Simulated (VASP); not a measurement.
Here is a VASP 6.6.1 calculation.

The input POSCAR:

```
BAs
1.0
    0.0000000000      2.3885000000      2.3885000000
    2.3885000000      0.0000000000      2.3885000000
    2.3885000000      2.3885000000      0.0000000000
As B
1 1
Direct
    0.7500000000      0.7500000000      0.7500000000
    0.0000000000      0.0000000000      0.0000000000
```

The input INCAR.step1:

```
SYSTEM = BAs
PREC = Accurate ; ENCUT = 520
ISMEAR = 1 ; SIGMA = 0.01
LREAL = .False. ; LASPH = .True.
NELM = 150 ; MAGMOM = 0 0 0 0 0 0
LSORBIT = .True. ; GGA_COMPAT = .False.
NBANDS = 20 ; GGA = PE
ALGO = Normal ; EDIFF = 1E-4
LWAVE = .True. ; LCHARG = .False.
```

File INCAR.step2:

```
SYSTEM = BAs
PREC = Accurate ; ENCUT = 520
EDIFF = 1E-6 ; ISMEAR = 1
SIGMA = 0.01 ; LREAL = .False.
LASPH = .True. ; NELM = 150
ALGO = Normal ; ISIF = 2
LWAVE = .False. ; LCHARG = .True.
MAGMOM = 0 0 0 0 0 0 ; LORBIT = 11
LSORBIT = .True. ; GGA_COMPAT = .False.
LORBMOM = .True. ; METAGGA = R2SCAN
LMIXTAU = .True. ; LVHAR = .True.
NBANDS = 20 ; ISTART = 1
```

File KPOINTS:

```
Automatic mesh
0
Gamma
  8 8 8
  0 0 0
```

Potentials or basis: VASP PAW PBE potentials, release 64 (As, B).

The run is started by

```bash
$ cat potpaw_PBE.64/As/POTCAR potpaw_PBE.64/B/POTCAR > POTCAR
$ cp INCAR.step1 INCAR
$ mpirun -np 1 vasp_ncl > vasp.out
$ cp INCAR.step2 INCAR
$ mpirun -np 1 vasp_ncl > vasp.out
```

Question: Estimate the net moment.

Answer: 0.00 μB per cell.

Question: What does it give for the pressure?

Answer: 0.9 GPa.

Moments on the atoms (μB; x, y, z):
```
As  0.00 0.00 0.00
B   0.00 0.00 0.00
```

Caveat: the PAW data sets were made with another functional, which shifts forces and pressure a little.
